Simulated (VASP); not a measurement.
Here is a VASP 6.6.1 calculation.

File INCAR:

```
PREC = Accurate
ENCUT = 600
EDIFF = 1E-6
ISMEAR = 0
SIGMA = 0.1
LREAL = False
LASPH = True
NELM = 100
ALGO = Normal
ISIF = 3
LWAVE = False
LCHARG = False
GGA = PE
IBRION = 2
NSW = 90
EDIFFG = -0.04
```

Contents of KPOINTS:

```
regular mesh
0
Gamma
  4 4 4
```

Contents of POSCAR:

```
ZnAuS3
1.0
    4.4871276700      0.0000000000      0.0000000000
    0.0000000000      4.4871276700      0.0000000000
    0.0000000000      0.0000000000      4.4871276700
Zn S Au
1 3 1
Direct
    0.5000000000      0.5000000000      0.5000000000
    0.5000000000      0.0000000000      0.0000000000
    0.0000000000      0.5000000000      0.0000000000
    0.0000000000      0.0000000000      0.5000000000
    0.0000000000      0.0000000000      0.0000000000
```

Potentials or basis: VASP PAW PBE potentials, release 64 (Zn, S, Au).

The run is started by

```bash
$ cat potpaw_PBE.64/Zn/POTCAR potpaw_PBE.64/S/POTCAR potpaw_PBE.64/Au/POTCAR > POTCAR
$ mpirun -np 1 vasp_std > vasp.out
```

(1) What does it give for the space group after relaxing (to 0.05 Å)?

(2) Estimate the relaxed volume.

(3) Estimate the relaxed cell.

Results:

(1) Pm-3m (No. 221).

(2) 22.36 Å³/atom.

(3) a = 4.817 Å, b = 4.817 Å, c = 4.817 Å, α = 90.00°, β = 90.00°, γ = 90.00°.

Caveat: the volume moved by over 15 % at a fixed basis, so the end points are rough.
